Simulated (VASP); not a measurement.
Write the native input for VASP 6.6.1 that does the following.

| Quantity | Value |
| --- | --- |
| Task | relaxation of cell and atoms |
| Functional | PBEsol |
| Dispersion | D3(BJ) |
| Potentials or basis | VASP PAW PBE potentials, release 64 (In_d, Se) |
| Cutoff | 600 eV |
| k mesh | 10 × 10 × 10 |
| Occupations | gaussian, width 0.1 eV |
| Spin | no spin polarisation |
| Dipole correction | no |
| Further INCAR settings | ALGO = Normal; EDIFF = 1e-07; IBRION = 2; EDIFFG = -0.01; NSW = 80; ISIF = 3 |

The structure of In3Se lies in POSCAR:

```
In3Se
1.0
    4.8037580000      0.0000000000      0.0000000000
    0.0000000000      4.8037580000      0.0000000000
    0.0000000000      0.0000000000      4.8037580000
In Se
3 1
Direct
    0.0000000000      0.5000000000      0.5000000000
    0.5000000000      0.0000000000      0.5000000000
    0.5000000000      0.5000000000      0.0000000000
    0.0000000000      0.0000000000      0.0000000000
```

One way to write it, as run:

INCAR

```
SYSTEM = In3Se
  ALGO = Normal
  EDIFF = 1E-7
  EDIFFG = -0.01
  ENCUT = 600
  GGA = PS
  IBRION = 2
  ISIF = 3
  ISMEAR = 0
  IVDW = 12
  LASPH = .TRUE.
  LCHARG = .FALSE.
  LREAL = .FALSE.
  LWAVE = .FALSE.
  NELM = 60
  NSW = 80
  PREC = Accurate
  SIGMA = 0.1
```

KPOINTS

```
k-points
0
G
  10 10 10
  0 0 0
```

Potentials or basis: VASP PAW PBE potentials, release 64 (In_d, Se).

Run with:

```console
$ cat potpaw_PBE.64/In_d/POTCAR potpaw_PBE.64/Se/POTCAR > POTCAR
$ mpirun -np 1 vasp_std > vasp.out
```

It gave:

| Item | Value |
| --- | --- |
| Relaxed volume | 24.18 Å³/atom |
| Relaxed cell | a = 4.590 Å, b = 4.590 Å, c = 4.590 Å, α = 90.00°, β = 90.00°, γ = 90.00° |
| Space group after relaxing (to 0.1 Å) | Pm-3m (No. 221) |
| Energy gained by relaxing | 62.0 meV/atom |
| Ionic steps | 3 |
| Pressure after relaxing | 0.0 GPa |
| Band gap on the k mesh | zero (an odd number of electrons rules out a gap without spin polarisation) |
| Dispersion energy per atom | -0.369 eV |

Caveat: the PAW data sets were made with another functional, which shifts forces and pressure a little; spin-orbit coupling is left out, which moves the levels of the heavy elements.

Run time: 2.7 min on 1 thread of Intel(R) Xeon(R) 6975P-C (Granite Rapids), with other jobs on the host, peak memory 0.38 GiB.
